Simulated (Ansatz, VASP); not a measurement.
# Ti3Ge2: VASP beside Ansatz

The input INCAR:

```
PREC = Accurate
ENCUT = 600
EDIFF = 1E-7
ISMEAR = 0
SIGMA = 0.1
LREAL = F
LASPH = T
NELM = 80
ALGO = Normal
ISIF = 3
LWAVE = F
LCHARG = F
GGA = PE
IBRION = 2
NSW = 90
EDIFFG = -0.04
```

File KPOINTS:

```
Automatic mesh
0
Gamma
  4 4 4
```

POSCAR

```
Ti3Ge2
1.0
    4.4668632800      0.0000000000      0.0000000000
    0.0000000000      4.4668632800      0.0000000000
    0.0000000000      0.0000000000      4.4668632800
Ti Ge
3 2
Direct
    0.5000000000      0.0000000000      0.0000000000
    0.0000000000      0.5000000000      0.0000000000
    0.0000000000      0.0000000000      0.5000000000
    0.0000000000      0.0000000000      0.0000000000
    0.5000000000      0.5000000000      0.5000000000
```

Input for Ansatz:

```yaml
crystal:
  lattice:
    - [4.46686328, 0.0, 0.0]
    - [0.0, 4.46686328, 0.0]
    - [0.0, 0.0, 4.46686328]
  atoms:
    - { symbol: Ti, position: [0.5, 0.0, 0.0] }
    - { symbol: Ti, position: [0.0, 0.5, 0.0] }
    - { symbol: Ti, position: [0.0, 0.0, 0.5] }
    - { symbol: Ge, position: [0.0, 0.0, 0.0] }
    - { symbol: Ge, position: [0.5, 0.5, 0.5] }
basis:
  ecutwfc: 420
kpoints:
  mp_grid: { grid: [4, 4, 4] }
hamiltonian:
  xc: pbe
scf:
  occupations: { method: gaussian, width: 0.1 }
  lower_state_search: "off"
output:
  forces: true
  stress: true
  eigenvalues: true
relax:
  adjacent_minimum: "off"
  f_tol: 0.04
  max_steps: 70
  cell: { stress_tol: 0.4 }
```

Alike in both runs: task relaxation of cell and atoms; functional PBE; k mesh 4 × 4 × 4; occupations gaussian, width 0.1 eV; no spin polarisation.

|  | VASP | Ansatz |
| --- | --- | --- |
| version | VASP 6.6.1 | Ansatz 0.2.0 |
| potentials or method | VASP PAW PBE potentials, release 64 (Ti_sv, Ge_d), cutoff 600 eV | scalar-relativistic, plane waves, PAW |
| valence electrons in the cell | 64 | 64 |

|  | VASP | Ansatz | Ansatz less VASP |
| --- | --- | --- | --- |
| gap on the k mesh at the Fermi level, each at its own relaxed structure (eV) | none | none | - |
| relaxed volume (Å³/atom) | 20.40 | 20.28 | -0.126 |
| relaxed cell length with the largest relative difference (Å) | 4.673 | 4.663 | -0.0096 |

A gap of «none» marks a metal or a gap that the smearing closes.
